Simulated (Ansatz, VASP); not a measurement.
## One calculation of AlRu, two programs

```xyz
2
Lattice="0.0000 2.4928 2.4928 2.4928 0.0000 2.4928 2.4928 2.4928 0.0000" Properties=species:S:1:pos:R:3 pbc="T T T"
Ru    0.0000    0.0000    0.0000
Al    2.4928    2.4928    2.4928
```

Alike in both runs: functional PBE; k mesh 14 × 14 × 14; occupations fermi-dirac, width 0.1 eV; no spin polarisation.

Ansatz relaxed the structure, and its values are those at the end. VASP's run is a single point on that final structure, the one shown.

```csv
,VASP,Ansatz
version,VASP 6.6.1,Ansatz 0.2.0
potentials or method,"VASP PAW PBE potentials, release 64 (Ru_pv, Al)","PAW with Ansatz's default frozen-core files, scalar-relativistic"
plane-wave cutoff (eV),520,420
valence electrons in the cell,17,19
```

|  | VASP | Ansatz | Ansatz less VASP |
| --- | --- | --- | --- |
| pressure (GPa) | 0.0 | 0.0 | -0.04 |

VASP's potentials hold 17 valence electrons a cell and Ansatz's 19, so a difference there can come from the potentials and not from the codes.
